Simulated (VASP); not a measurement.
# Li (P1) in VASP: notebook, part 3 of 3

VASP 6.6.1.

### Step 5. Single point, PBE

The input, INCAR:

```
PREC = Accurate
ENCUT = 520
EDIFF = 1E-6
ISMEAR = -1
SIGMA = 0.11
LREAL = Auto
LASPH = True
NELM = 100
ALGO = Normal
ISIF = 2
LWAVE = False
LCHARG = False
GGA = PE
NBANDS = 38
```

The input, KPOINTS:

```
regular mesh
0
Gamma
  2 2 2
```

The input, POSCAR:

```
Li
1.0
    6.9800000000      0.0000000000      0.0000000000
    0.0000000000      6.9800000000      0.0000000000
    0.0000000000      0.0000000000      6.9800000000
Li
16
Direct
   -0.0319770774      0.1022779370      0.0901146132
    0.4612607450      0.0151146132      0.0477363897
   -0.1310458453      0.4905873926      0.0789111748
   -0.1155587393     -0.0255587393      0.5381232092
    0.1200000000      0.3118338109      0.3805300860
    0.4279369628      0.4284957020      0.0473495702
    0.3601002865     -0.0202865330      0.4648424069
    0.6788538682      0.2723065903      0.3102578797
   -0.0788968481      0.5257593123      0.5418338109
    0.2164756447      0.7496848138      0.2942693410
    0.1491547278      0.2440544413      0.7704727794
    0.3734813754      0.5195558739      0.5539111748
    0.6739111748      0.7697707736      0.2531805158
    0.6590401146      0.2464756447      0.7266618911
    0.1891977077      0.7976074499      0.8072492837
    0.6275501433      0.7358166189      0.7961461318
```

Potentials or basis: VASP PAW PBE potentials, release 64 (Li_sv).

Started as:

```bash
cat potpaw_PBE.64/Li_sv/POTCAR > POTCAR
mpirun -np 1 vasp_std > vasp.out
```

OUTCAR:

```text
PREC = Accurate
   ENCUT = 520
   EDIFF = 1E-6
   ISMEAR = -1
   LREAL = Auto
   LASPH = True
   NELM = 100
   ISIF = 2
   GGA = PE

 ion  position               nearest neighbor table
   1  0.968  0.102  0.090-
   2  0.461  0.015  0.048-
   3  0.869  0.491  0.079-   8 2.59
   4  0.884  0.974  0.538-
   5  0.120  0.312  0.381-   9 2.33  12 2.59
   6  0.428  0.428  0.047-
   7  0.360  0.980  0.465-  10 2.24
   8  0.679  0.272  0.310-   3 2.59
   9  0.921  0.526  0.542-   5 2.33
  10  0.216  0.750  0.294-   7 2.24
  11  0.149  0.244  0.770-
  12  0.373  0.520  0.554-   5 2.59
  13  0.674  0.770  0.253-
  14  0.659  0.246  0.727-
  15  0.189  0.798  0.807-
  16  0.628  0.736  0.796-

  LATTYP: Found a simple cubic cell.
 ALAT       =     6.9800000000

  Lattice vectors:
[... 186 lines left out ...]
  free energy    TOTEN  =       -28.89805722 eV

  energy without entropy =      -28.52742127  energy(sigma->0) =      -28.71273924

 E-fermi :   0.3190     XC(G=0):  -6.9067

 val. band max:        0.2869752788   @ k =   0.5000   0.5000   0.0000
 cond. band min:       0.3241171165   @ k =   0.5000   0.5000   0.0000
 fundamental gap:      0.0371418377
 Fermi energy:         0.3189541909

 k-point     1 :       0.0000    0.0000    0.0000
  band No.  band energies     occupation
      1     -46.3879      2.00000
      2     -46.3838      2.00000
      3     -46.3024      2.00000
      4     -46.2837      2.00000
      5     -46.2539      2.00000
      6     -46.2514      2.00000
[... 301 lines left out ...]
     35       3.2817      0.00000
     36       3.3480      0.00000
 [bands above 36 left out]

------------------------ aborting loop because EDIFF is reached ----------------------------------------

  FORCE on cell =-STRESS in cart. coord.  units (eV):
  Direction    XX          YY          ZZ          XY          YZ          ZX
  --------------------------------------------------------------------------------------
  -------------------------------------------------------------------------------------
  Total       -1.1594268      1.4760526      0.7115269     -0.3481191      1.1137762      0.1957866
  in kB       -5.4624523      6.9541836      3.3522439     -1.6401068      5.2473769      0.9224168
  external PRESSURE =       1.6146584 kB  Pullay stress =       0.0000000 kB

 VOLUME and BASIS-vectors are now :
 -----------------------------------------------------------------------------
  energy-cutoff  :      520.00
  volume of cell :      340.07
      direct lattice vectors                 reciprocal lattice vectors
     6.980000000  0.000000000  0.000000000     0.143266476  0.000000000  0.000000000
     0.000000000  6.980000000  0.000000000     0.000000000  0.143266476  0.000000000
     0.000000000  0.000000000  6.980000000     0.000000000  0.000000000  0.143266476

 POSITION                                       TOTAL-FORCE (eV/Angst)
 -----------------------------------------------------------------------------------
      6.75680      0.71390      0.62900        -0.098399     -0.550050     -0.030618
      3.21960      0.10550      0.33320        -0.152715      0.246350     -0.100485
      6.06530      3.42430      0.55080         0.417872      0.221833     -0.499375
      6.17340      6.80160      3.75610         0.236033     -0.029959     -0.077524
      0.83760      2.17660      2.65610         0.317619     -0.539982     -0.591615
      2.98700      2.99090      0.33050        -0.305168      0.276151      0.047421
[... 8 lines left out ...]
      1.32060      5.56730      5.63460        -0.226531     -0.190366      0.106852
      4.38030      5.13600      5.55710         0.097580      0.050237     -0.055484
 -----------------------------------------------------------------------------------
    total drift:                                0.004192      0.004797      0.010137

  FREE ENERGIE OF THE ION-ELECTRON SYSTEM (eV)
  ---------------------------------------------------
  free  energy   TOTEN  =       -28.8980572238 eV

  energy  without entropy=      -28.5274212662  energy(sigma->0) =      -28.71273924
```

stdout:

```text
POSCAR found type information on POSCAR Li
 POSCAR found :  1 types and      16 ions
 scaLAPACK will be used
 LDA part: xc-table for (Slater+PW92), standard interpolation
 POSCAR, INCAR and KPOINTS ok, starting setup
 FFT: planning ... GRIDC
 FFT: planning ... GRID_SOFT
 FFT: planning ... GRID
 WAVECAR not read
 entering main loop
```

It took 2.9 min on 1 thread of Oxide Virtual Turin-like, shared host; peak memory 0.33 GiB.

Results:

```
Free energy            : -28.8981 eV
Largest force          : 1.130 eV/Å
Band gap on the k mesh : zero (band 24 reaches 0.69 eV, above the bottom of band 25 at 0.00 eV)
```

Forces in eV/Å, atoms in the order of the input:
```
Li  -0.098 -0.550 -0.031
Li  -0.153  0.246 -0.100
Li   0.418  0.222 -0.499
Li   0.236 -0.030 -0.078
Li   0.318 -0.540 -0.592
Li  -0.305  0.276  0.047
Li   0.509  0.786  0.624
Li  -0.319 -0.154  0.357
Li  -0.351  0.507  0.305
Li  -0.676 -0.532 -0.733
Li   0.092  0.022  0.066
Li   0.526  0.035  0.068
Li  -0.047 -0.117  0.291
Li  -0.022 -0.031  0.222
Li  -0.227 -0.190  0.107
Li   0.098  0.050 -0.055
```

Caveat: the k points lie up to 0.45 Å⁻¹ apart; the cutoff is under 1.25 times the usual one of these potentials, so pressure, stress and relaxed cells hold a basis-set (Pulay) error; forces of over 1 eV/Å act on the atoms, so gaps and moduli don't describe the material at rest.

### Step 6. Single point, PBE

The input, INCAR:

```
SYSTEM = Li
  PREC = Accurate
  ENCUT = 520
  EDIFF = 1E-7
  ISMEAR = -1
  SIGMA = 0.11
  LREAL = Auto
  LASPH = .True.
  NELM = 60
  ALGO = Normal
  ISIF = 2
  LWAVE = .False.
  LCHARG = .False.
  GGA = PE
  NBANDS = 38
```

The input, KPOINTS:

```
regular mesh
0
Gamma
  2 2 2
  0 0 0
```

The input, POSCAR:

```
Li
1.0
    6.9800000000      0.0000000000      0.0000000000
    0.0000000000      6.9800000000      0.0000000000
    0.0000000000      0.0000000000      6.9800000000
Li
16
Direct
   -0.0833524355      0.0892406877      0.0571060172
    0.4552005731      0.1017908309      0.0783810888
   -0.0838395415      0.5742550143      0.0587106017
   -0.0936676218      0.0433524355      0.5748853868
    0.1646704871      0.3142120344      0.2985530086
    0.3930229226      0.4985530086      0.0354727794
    0.3641260745      0.0828080229      0.5594985673
    0.7140257880      0.2817191977      0.3208309456
   -0.0731661891      0.5723782235      0.5587965616
    0.2065616046      0.8089828080      0.3605587393
    0.1539111748      0.3160458453      0.7733810888
    0.4346275072      0.5295128940      0.5324928367
    0.6525931232      0.8223782235      0.3182234957
    0.6605444126      0.2917335244      0.7840687679
    0.2140257880      0.8344985673      0.8670630372
    0.6912750716      0.7853438395      0.7849570201
```

Potentials or basis: VASP PAW PBE potentials, release 64 (Li_sv).

Started as:

```bash
cat potpaw_PBE.64/Li_sv/POTCAR > POTCAR
mpirun -np 1 vasp_std > vasp.out
```

Run time: 3.5 min. Hardware: 1 thread of Oxide Virtual Turin-like, shared host; peak memory 0.33 GiB.

It converged, with:

| Quantity | Value |
| --- | --- |
| Free energy | -29.6059 eV |
| Largest force | 0.532 eV/Å |
| Band gap on the k mesh | zero (band 24 reaches 0.71 eV, above the bottom of band 25 at -0.05 eV) |

Forces in eV/Å, atoms in the order of the input:
```
Li   0.206 -0.261 -0.142
Li  -0.149 -0.240 -0.069
Li  -0.012 -0.091  0.071
Li   0.240 -0.031 -0.075
Li  -0.153 -0.075  0.094
Li   0.294  0.313  0.144
Li   0.513  0.008  0.069
Li  -0.217  0.322  0.196
Li   0.147 -0.109 -0.063
Li  -0.314 -0.063 -0.425
Li  -0.178  0.061  0.194
Li   0.050  0.012  0.119
Li   0.006 -0.053 -0.111
Li   0.103  0.092  0.020
Li  -0.105 -0.058 -0.207
Li  -0.432  0.174  0.185
```

Levels at points of the mesh, in eV from the Fermi level:
```
           k point  band 21  band 22  band 23  band 24  band 25  band 26
(0.00, 0.00, 0.00)    -0.97    -0.94    -0.91     0.38     0.42     0.46
(0.50, 0.00, 0.00)    -0.51    -0.48    -0.46    -0.44    -0.34    -0.30
(0.00, 0.50, 0.00)    -0.54    -0.49    -0.43    -0.40    -0.33    -0.28
(0.00, 0.00, 0.50)    -0.52    -0.45    -0.43    -0.42    -0.38    -0.34
(0.50, 0.50, 0.00)    -0.14    -0.05     0.00     0.06     0.18     0.23
(0.00, 0.50, 0.50)    -0.15    -0.07     0.01     0.14     0.16     0.22
(0.50, 0.00, 0.50)     0.00     0.04     0.05     0.06     0.11     0.13
(0.50, 0.50, 0.50)    -1.60    -1.58    -1.49    -1.45     2.21     2.26
```

Caveat: the k points lie up to 0.45 Å⁻¹ apart; the cutoff is under 1.25 times the usual one of these potentials, so pressure, stress and relaxed cells hold a basis-set (Pulay) error.

### Step 7. Single point, PBE

The input, INCAR:

```
SYSTEM = Li
ALGO     = Normal         ! electronic algorithm
EDIFF    = 1E-6           ! SCF threshold, eV
ENCUT    = 520            ! plane-wave cutoff, eV
GGA      = PE             ! functional
ISIF     = 2              ! what is computed and relaxed
ISMEAR   = -1             ! smearing method
LASPH    = .True.         ! aspherical terms in the spheres
LCHARG   = .True.         ! write CHGCAR
LELF     = .True.         ! ELF
LREAL    = Auto         
LVHAR    = .True.       
LWAVE    = .False.        ! write WAVECAR
NBANDS   = 38             ! bands
NELM     = 60             ! most SCF steps
PREC     = Accurate       ! precision mode
SIGMA    = 0.11           ! smearing width, eV
```

The input, KPOINTS:

```
k-points
0
Gamma
  2 2 2
  0 0 0
```

The input, POSCAR:

```
Li
1.0
    6.9800000000      0.0000000000      0.0000000000
    0.0000000000      6.9800000000      0.0000000000
    0.0000000000      0.0000000000      6.9800000000
Li
16
Direct
   -0.0661891117      0.0286103152      0.0402865330
    0.4235673352      0.0481518625      0.0117621777
   -0.0846131805      0.4880229226      0.0709455587
   -0.1316618911      0.0490257880      0.5251719198
    0.1930515759      0.2876361032      0.2650000000
    0.4184813754      0.5395128940      0.0409025788
    0.3878653295      0.0655587393      0.5249140401
    0.6445415473      0.2582951289      0.2883810888
   -0.0722063037      0.5621919771      0.5655873926
    0.1840830946      0.8292406877      0.2769197708
    0.1691260745      0.3008166189      0.7835959885
    0.4072063037      0.5461747851      0.5206590258
    0.6350859599      0.7945272206      0.2881375358
    0.7073495702      0.2957593123      0.8098567335
    0.2039828080      0.7634240688      0.8028510029
    0.6548710602      0.7850429799      0.7674498567
```

Started as:

```bash
cat potpaw_PBE.64/Li_sv/POTCAR > POTCAR
mpirun -np 1 vasp_std > vasp.out
```

Wall time 3 min (1 thread of Oxide Virtual Turin-like, shared host); peak memory 0.34 GiB.

Results (log left out):

```
Free energy            : -29.7288 eV
Largest force          : 0.479 eV/Å
Band gap on the k mesh : zero (band 24 reaches 0.74 eV, above the bottom of band 25 at -0.03 eV)
```

Forces in eV/Å, atoms in the order of the input:
```
Li  -0.108 -0.041 -0.123
Li   0.093  0.051  0.005
Li   0.032  0.474  0.062
Li   0.451 -0.046  0.069
Li  -0.190  0.002  0.090
Li   0.110 -0.108 -0.001
Li   0.154 -0.181  0.335
Li   0.021  0.222 -0.068
Li   0.029 -0.099 -0.372
Li  -0.072 -0.263  0.090
Li  -0.016 -0.105  0.028
Li   0.124 -0.175  0.028
Li   0.114 -0.002 -0.120
Li  -0.424  0.008 -0.183
Li  -0.291  0.207 -0.033
Li  -0.027  0.055  0.193
```

Levels at points of the mesh, in eV from the Fermi level:
```csv
k point,band 20,band 21,band 22,band 23,band 24,band 25,band 26,band 27
"(0.00, 0.00, 0.00)",-1.00,-0.95,-0.93,-0.85,0.39,0.40,0.43,0.44
"(0.50, 0.00, 0.00)",-0.58,-0.52,-0.50,-0.49,-0.39,-0.31,-0.28,1.04
"(0.00, 0.50, 0.00)",-0.56,-0.49,-0.48,-0.46,-0.40,-0.37,-0.35,1.11
"(0.00, 0.00, 0.50)",-0.59,-0.50,-0.48,-0.44,-0.40,-0.38,-0.32,1.12
"(0.50, 0.50, 0.00)",-2.10,-0.04,-0.02,0.02,0.08,0.12,0.17,0.23
"(0.00, 0.50, 0.50)",-2.13,-0.09,0.00,0.03,0.10,0.13,0.20,0.27
"(0.50, 0.00, 0.50)",-2.12,-0.09,-0.01,0.03,0.09,0.14,0.18,0.26
"(0.50, 0.50, 0.50)",-1.63,-1.59,-1.57,-1.51,-1.46,2.24,2.26,2.33
```

Caveat: the k points lie up to 0.45 Å⁻¹ apart; the cutoff is under 1.25 times the usual one of these potentials, so pressure, stress and relaxed cells hold a basis-set (Pulay) error.
